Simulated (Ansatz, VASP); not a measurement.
## AlIn: VASP beside Ansatz

```
CELL_PARAMETERS angstrom
3.09514 0.00000 0.00000
-1.54757 2.68047 0.00000
0.00000 0.00000 5.67478
ATOMIC_POSITIONS crystal
Al 0.00000 0.00000 0.00000
In 0.00000 0.00000 0.50000
```

Alike in both runs: functional PBE; k mesh 6 × 6 × 4; occupations gaussian, width 0.1 eV; no spin polarisation.

Ansatz relaxed the structure, and its values are those at the end. VASP's run is a single point on that final structure, the one shown.

|  | VASP | Ansatz |
| --- | --- | --- |
| version | VASP 6.6.1 | Ansatz 0.2.0 |
| potentials or method | VASP PAW PBE potentials, release 64 (Al, In_d), cutoff 520 eV | scalar-relativistic, plane waves, PAW |
| valence electrons in the cell | 16 | 16 |

|  | VASP | Ansatz | Ansatz less VASP |
| --- | --- | --- | --- |
| gap on the k mesh at the Fermi level (eV) | none | none | - |
| pressure (GPa) | 0.0 | 0.0 | 0.00 |

A gap of «none» marks a metal or a gap that the smearing closes. With one functional, cell and mesh, what is left measures potentials, basis and numerics.

The k mesh is coarse, so the values compare programs but aren't converged.
